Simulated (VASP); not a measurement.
Set up this calculation in VASP 6.6.1, as the native input.

| Property | Result |
| --- | --- |
| Task | single point |
| Functional | LDA |
| Potentials or basis | VASP PAW LDA potentials, release 64 (Zn) |
| Cutoff | 520 eV |
| k mesh | 14 × 14 × 14 |
| Occupations | fermi-dirac, width 0.1 eV |
| Spin | non-collinear spin, zero start, spin-orbit coupling |
| Starting moments | [[0.0, 0.0, 0.0]] μB |
| Dipole correction | no |
| Further INCAR settings | ALGO = Normal; EDIFF = 1e-07; NBANDS = 23 |

The structure of Zn lies in POSCAR:

```
Zn
1.0
    0.0000000000      1.8927507171      1.8927507171
    1.8927507171      0.0000000000      1.8927507171
    1.8927507171      1.8927507171      0.0000000000
Zn
1
Direct
    0.0000000000      0.0000000000      0.0000000000
```

These files were run (other wordings do the same):

INCAR

```
  ALGO = Normal
  EDIFF = 1E-7
  ENCUT = 520
  GGA = CA
  GGA_COMPAT = F
  ISIF = 2
  ISMEAR = -1
  LASPH = T
  LCHARG = F
  LNONCOLLINEAR = T
  LORBIT = 11
  LORBMOM = T
  LREAL = F
  LSORBIT = T
  LWAVE = F
  MAGMOM = 0 0 0
  NBANDS = 23
  NELM = 150
  PREC = Accurate
  SIGMA = 0.1
```

KPOINTS

```
k-points
0
Gamma
  14 14 14
```

Potentials or basis: VASP PAW LDA potentials, release 64 (Zn).

Launch:

```sh
$ cat potpaw_LDA.64/Zn/POTCAR > POTCAR
$ mpirun -np 1 vasp_ncl > vasp.out
```

Results of the run:

The pressure is 0.7 GPa. The net moment is 0.00 μB per cell and the valence electrons inside the program's atomic spheres are Zn 10.87.

It took 2.1 min on 1 thread of Intel Xeon 8259CL (shared host), peak memory 0.17 GiB.
